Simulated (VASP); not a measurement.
# GaP (F-43m) in VASP: vibrations by perturbation theory with PBEsol

Aim: the vibrations by perturbation theory of GaP with PBEsol.

All numbers are computed with VASP 6.6.1; they aren't measurements. Logs are shortened: lines on timing, memory, paths and dates and some standing lists are left out, and cuts for length are marked.

## Step 1: The cell of the first run

It takes space group F-43m (No. 216, cubic). The conventional cell has a = 5.438 Å, b = 5.438 Å, c = 5.438 Å, α = 90.00°, β = 90.00°, γ = 90.00°. Within 3.1 Å of Ga (site symmetry -43m) lie 4 P at 2.35 Å. Within 3.1 Å of P (site symmetry -43m) lie 4 Ga at 2.35 Å.

## Step 2: Vibrations by perturbation theory, PBEsol

INCAR reads:

```
ALGO     = Normal         # electronic algorithm
EDIFF    = 1E-8           # SCF threshold, eV
ENCUT    = 520            # plane-wave cutoff, eV
GGA      = PS             # functional
IBRION   = 8              # ionic algorithm
ISIF     = 2              # what is computed and relaxed
ISMEAR   = 0              # smearing method
LASPH    = True           # aspherical terms in the spheres
LCHARG   = True           # write CHGCAR
LEPSILON = True           # dielectric tensor by DFPT
LREAL    = False          # projectors in reciprocal space
LWAVE    = False          # write WAVECAR
NELM     = 80             # most SCF steps
NSW      = 1              # ionic steps
PREC     = Accurate       # precision mode
SIGMA    = 0.01           # smearing width, eV
```

KPOINTS reads:

```
k-points
0
Gamma
  6 6 6
```

POSCAR reads:

```
GaP
1.0
    0.0000000000      2.7192244521      2.7192244521
    2.7192244521      0.0000000000      2.7192244521
    2.7192244521      2.7192244521      0.0000000000
Ga P
1 1
Direct
    0.0000000000      0.0000000000      0.0000000000
    0.2500000000      0.2500000000      0.2500000000
```

Potentials or basis: VASP PAW PBE potentials, release 64 (Ga_d, P).

Command:

```bash
$ cat potpaw_PBE.64/Ga_d/POTCAR potpaw_PBE.64/P/POTCAR > POTCAR
$ mpirun -np 1 vasp_std > vasp.out
```

OUTCAR:

```text
EDIFF = 1E-8
   ENCUT = 520
   GGA = PS
   IBRION = 8
   ISIF = 2
   ISMEAR = 0
   LASPH = True
   LEPSILON = True
   LREAL = False
   NELM = 80
   NSW = 1
   PREC = Accurate

 ion  position               nearest neighbor table
   1  0.000  0.000  0.000-   2 2.35   2 2.35   2 2.35   2 2.35
   2  0.250  0.250  0.250-   1 2.35   1 2.35   1 2.35   1 2.35

  LATTYP: Found a face centered cubic cell.
 ALAT       =     5.4384489042

  Lattice vectors:

 A1 = (   0.0000000000,   2.7192244521,   2.7192244521)
 A2 = (   2.7192244521,   0.0000000000,   2.7192244521)
 A3 = (   2.7192244521,   2.7192244521,   0.0000000000)

Analysis of symmetry for initial positions (statically):
=====================================================================
 Subroutine PRICEL returns:
 Original cell was already a primitive cell.

 Routine SETGRP: Setting up the symmetry group for a
 face centered cubic supercell.

 Subroutine GETGRP returns: Found 24 space group operations
 (whereof 24 operations were pure point group operations)
 out of a pool of 48 trial point group operations.

The static configuration has the point symmetry T_d .

Analysis of symmetry for dynamics (positions and initial velocities):
=====================================================================
 Subroutine PRICEL returns:
 Original cell was already a primitive cell.

 Routine SETGRP: Setting up the symmetry group for a
 face centered cubic supercell.

 Subroutine GETGRP returns: Found 24 space group operations
 (whereof 24 operations were pure point group operations)
 out of a pool of 48 trial point group operations.

The dynamic configuration has the point symmetry T_d .

 Subroutine INISYM returns: Found 24 space group operations
 (whereof 24 operations are pure point group operations),
 and found     1 'primitive' translations

----------------------------------------------------------------------------------------

                                     Primitive cell

  volume of cell :      40.2129

  direct lattice vectors                    reciprocal lattice vectors
     0.000000000  2.719224452  2.719224452    -0.183875958  0.183875958  0.183875958
     2.719224452  0.000000000  2.719224452     0.183875958 -0.183875958  0.183875958
     2.719224452  2.719224452  0.000000000     0.183875958  0.183875958 -0.183875958

  length of vectors
     3.845564099  3.845564099  3.845564099     0.318482501  0.318482501  0.318482501

  position of ions in fractional coordinates (direct lattice)
     0.000000000  0.000000000  0.000000000
     0.250000000  0.250000000  0.250000000

  ion indices of the primitive-cell ions
   primitive index   ion index
                 1           1
                 2           2

----------------------------------------------------------------------------------------

 KPOINTS: k-points

Automatic generation of k-mesh.
 Grid dimensions read from file:
 generate k-points for:    6    6    6

 Generating k-lattice:

  Cartesian coordinates                     Fractional coordinates (reciprocal lattice)
    -0.030645993  0.030645993  0.030645993     0.166666667  0.000000000  0.000000000
     0.030645993 -0.030645993  0.030645993     0.000000000  0.166666667  0.000000000
[... 394 lines left out ...]
  ---------------------------------------------------
  free energy    TOTEN  =        -1.46305639 eV

  energy without entropy =       -1.46305639

------------------------ aborting loop because EDIFF is reached ----------------------------------------

--------------------------------------- Ionic step        2  -------------------------------------------

------------------------ aborting loop because EDIFF is reached ----------------------------------------

--------------------------------------- Ionic step        3  -------------------------------------------

------------------------ aborting loop because EDIFF is reached ----------------------------------------

 PIEZOELECTRIC TENSOR FIELD DIRECTION 3  (e Angst)
 -----------------------------------------------------------------------------
     0.00058 -2.13659  0.00000           (  0.00000 -0.03562  0.00000)
    -2.13659  0.00058  0.00000           ( -0.03562  0.00000  0.00000)
     0.00000  0.00000 -0.00238           (  0.00000  0.00000 -0.00000)

 PIEZOELECTRIC TENSOR FIELD DIRECTION 3  (C/m^2)
 -----------------------------------------------------------------------------
     0.00023 -0.85127  0.00000
    -0.85127  0.00023  0.00000
     0.00000  0.00000 -0.00095

--------------------------------------- Ionic step        4  -------------------------------------------

------------------------ aborting loop because EDIFF is reached ----------------------------------------

[... ionic steps 5 to 6 ...]

--------------------------------------- Ionic step        7  -------------------------------------------

 Free energy of the ion-electron system (eV)
  ---------------------------------------------------
  ---------------------------------------------------
  free energy    TOTEN  =        -0.04747910 eV

  energy without entropy =       -0.04747910

------------------------ aborting loop because EDIFF is reached ----------------------------------------

 INTERNAL STRAIN TENSOR  FOR ION    2  DIRECTION 1   (eV/Angst):
 -----------------------------------------------------------------------------
     0.01323  0.00000  0.00000
     0.00000 -0.00425 -7.24098
     0.00000 -7.24098 -0.00425

 MACROSCOPIC STATIC DIELECTRIC TENSOR (including local field effects in DFT)
 ------------------------------------------------------
          13.370170    -0.000000    -0.000000
          -0.000000    13.370170    -0.000000
          -0.000000     0.000000    13.370170
 ------------------------------------------------------

 PIEZOELECTRIC TENSOR (including local field effects)  for field in x, y, z        (e  Angst)
          XX          YY          ZZ          XY          YZ          ZX
  --------------------------------------------------------------------------------
  x    -0.00000     0.00000     0.00000    -0.00000    -2.14815     0.00000
  y     0.00000     0.00000    -0.00000     0.00000    -0.00000    -2.14815
  z     0.00000    -0.00000     0.00000    -2.14815     0.00000    -0.00000

 PIEZOELECTRIC TENSOR (including local field effects)  for field in x, y, z        (C/m^2)
          XX          YY          ZZ          XY          YZ          ZX
  --------------------------------------------------------------------------------
  x    -0.00000     0.00000     0.00000    -0.00000    -0.85587     0.00000
  y     0.00000     0.00000    -0.00000     0.00000    -0.00000    -0.85587
  z     0.00000    -0.00000     0.00000    -0.85587     0.00000    -0.00000

 BORN EFFECTIVE CHARGES (including local field effects) (in |e|, cummulative output)
 ---------------------------------------------------------------------------------
 ion    1
    1     2.33360     0.00000     0.00000
    2     0.00000     2.33360     0.00000
    3     0.00000     0.00000     2.33360
 ion    2
    1    -2.33360     0.00000     0.00000
    2     0.00000    -2.33360     0.00000
    3     0.00000     0.00000    -2.33360

 INTERNAL STRAIN TENSOR FOR ION    2 for displacements in x,y,z  (eV/Angst):
          X           Y           Z          XY          YZ          ZX
  --------------------------------------------------------------------------------
  x     0.00000     0.00000     0.00000     0.00000    -7.24098     0.00000
  y     0.00000     0.00000     0.00000     0.00000     0.00000    -7.24098
  z     0.00000     0.00000     0.00000    -7.24098     0.00000     0.00000

 SECOND DERIVATIVES (NOT SYMMETRIZED)
 ------------------------------------
               1X          1Y          1Z          2X          2Y          2Z
  1X    -9.963830    0.000000    0.000000    9.963830    0.000000    0.000000
  1Y     0.000000   -9.963830    0.000000    0.000000    9.963830    0.000000
  1Z     0.000000    0.000000   -9.963830    0.000000    0.000000    9.963830
  2X     9.991957   -0.000000    0.000000   -9.991957    0.000000   -0.000000
  2Y    -0.000000    9.991957   -0.000000    0.000000   -9.991957    0.000000
  2Z     0.000000   -0.000000    9.991957   -0.000000    0.000000   -9.991957

 Eigenvectors and eigenvalues of the dynamical matrix
 ----------------------------------------------------

   1 f  =   10.666196 THz    67.017689 2PiTHz  355.786016 cm-1    44.111824 meV
             X         Y         Z           dx          dy          dz
      0.000000  0.000000  0.000000    -0.554072    0.000000   -0.000000
      1.359612  1.359612  1.359612     0.832469   -0.000000   -0.000000
[... 21 lines left out ...]
   6 f/i=    0.006934 THz     0.043569 2PiTHz    0.231301 cm-1     0.028678 meV
             X         Y         Z           dx          dy          dz
      0.000000  0.000000  0.000000    -0.023146   -0.065064   -0.829599
      1.359612  1.359612  1.359612    -0.015405   -0.043305   -0.552163

--------------------------------------------------------------------------------------------------------

 MACROSCOPIC STATIC DIELECTRIC TENSOR IONIC CONTRIBUTION
 ------------------------------------------------------
           2.455928    -0.000000    -0.000000
          -0.000000     2.455928    -0.000000
          -0.000000    -0.000000     2.455928
 ------------------------------------------------------

 ELASTIC MODULI CONTR FROM IONIC RELAXATION (kBar)
 Direction    XX          YY          ZZ          XY          YZ          ZX
 --------------------------------------------------------------------------------
 XX          -0.0000     -0.0000     -0.0000     -0.0000      0.0000     -0.0000
 YY          -0.0000     -0.0000     -0.0000     -0.0000     -0.0000     -0.0000
 ZZ          -0.0000     -0.0000     -0.0000      0.0000     -0.0000     -0.0000
 XY          -0.0000     -0.0000      0.0000   -206.7876     -0.0000      0.0000
 YZ           0.0000     -0.0000     -0.0000     -0.0000   -206.7876     -0.0000
 ZX          -0.0000     -0.0000     -0.0000      0.0000     -0.0000   -206.7876
 --------------------------------------------------------------------------------

 PIEZOELECTRIC TENSOR IONIC CONTR  for field in x, y, z        (C/m^2)
          XX          YY          ZZ          XY          YZ          ZX
  --------------------------------------------------------------------------------
  x    -0.00000     0.00000     0.00000     0.00000     0.67057    -0.00000
  y     0.00000     0.00000     0.00000    -0.00000     0.00000     0.67057
  z     0.00000     0.00000    -0.00000     0.67057     0.00000     0.00000
```

It took 4.6 min on 1 thread of Intel Xeon 6975P-C, shared host; peak memory 0.23 GiB.

What came out:

```
Electronic dielectric tensor (diagonal)                 : 13.37
Born charges (mean of the diagonal)                     : Ga +2.33; P -2.33 e
Highest phonon frequency at Γ, LO-TO splitting left out : 356 cm⁻¹
```

Phonon frequencies in cm⁻¹ (negative: imaginary):
```tsv
q point	frequencies
(0.000, 0.000, 0.000)	0 0 0 356 356 356
```

Electronic dielectric tensor:
```
13.37  0.00  0.00
 0.00 13.37  0.00
 0.00  0.00 13.37
```

Born effective charge tensors (e):
atom 1, Ga
```
2.33 0.00 0.00
0.00 2.33 0.00
0.00 0.00 2.33
```
atom 2, P
```
-2.33  0.00  0.00
 0.00 -2.33  0.00
 0.00  0.00 -2.33
```
